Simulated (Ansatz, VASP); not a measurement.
# One calculation of CaTiS2, two programs

INCAR

```
PREC = Accurate
ENCUT = 520
EDIFF = 1E-6
ISMEAR = -1
SIGMA = 0.05
LREAL = False
LASPH = True
NELM = 100
ALGO = Normal
ISIF = 2
LWAVE = False
LCHARG = False
GGA = PE
NBANDS = 25
```

The input KPOINTS:

```
Automatic mesh
0
Gamma
  8 8 4
```

Contents of POSCAR:

```
CaTiS2
1.0
    3.6692785959      0.0000000000      0.0000000000
   -1.8346392979      3.1776884776      0.0000000000
    0.0000000000      0.0000000000      6.5848244678
Ti Ca S
1 1 2
Direct
    0.0000000000      0.0000000000      0.0000000000
    0.0000000000      0.0000000000      0.5000000000
    0.6666666667      0.3333333333      0.2196630000
    0.3333333333      0.6666666667      0.7803370000
```

The input input.yaml:

```yaml
crystal:
  lattice:
    - [3.6692785959, 0.0, 0.0]
    - [-1.8346392979, 3.1776884776, 0.0]
    - [0.0, 0.0, 6.5848244678]
  atoms:
    - { symbol: Ti, position: [0.0, 0.0, 0.0] }
    - { symbol: Ca, position: [0.0, 0.0, 0.5] }
    - { symbol: S, position: [0.6666666667, 0.3333333333, 0.219663] }
    - { symbol: S, position: [0.3333333333, 0.6666666667, 0.780337] }
hamiltonian:
  xc: pbe
  pseudopotentials: { kind: paw }
kpoints:
  mp_grid: { grid: [8, 8, 4] }
scf:
  occupations: { method: fermi_dirac, width: 0.05 }
output:
  forces: true
  stress: true
  eigenvalues: true
```

Alike in both runs: task single point; functional PBE; k mesh 8 × 8 × 4; occupations fermi-dirac, width 0.05 eV; no spin polarisation.

```csv
,VASP,Ansatz
version,VASP 6.6.1,Ansatz 0.2.0
potentials or method,"VASP PAW PBE potentials, release 64 (Ti_sv, Ca_sv, S)",Ansatz PAW
plane-wave cutoff (eV),520,420
valence electrons in the cell,34,34
```

Ansatz gave:

- gap on the k mesh at the Fermi level (eV): none
- pressure (GPa): -1.4
- traceless stress, the component that is largest in VASP (GPa): -0.25
- rms of the force components (eV/Å): 0.006

Question: Estimate VASP's values.

Answer: gap on the k mesh at the Fermi level (eV): none; pressure (GPa): -1.3; traceless stress, the component that is largest in VASP (GPa): -0.20; rms of the force components (eV/Å): 0.011.

Atom by atom the forces differ by 0.005 eV/Å (rms over components). A gap of «none» marks a metal or a gap that the smearing closes.
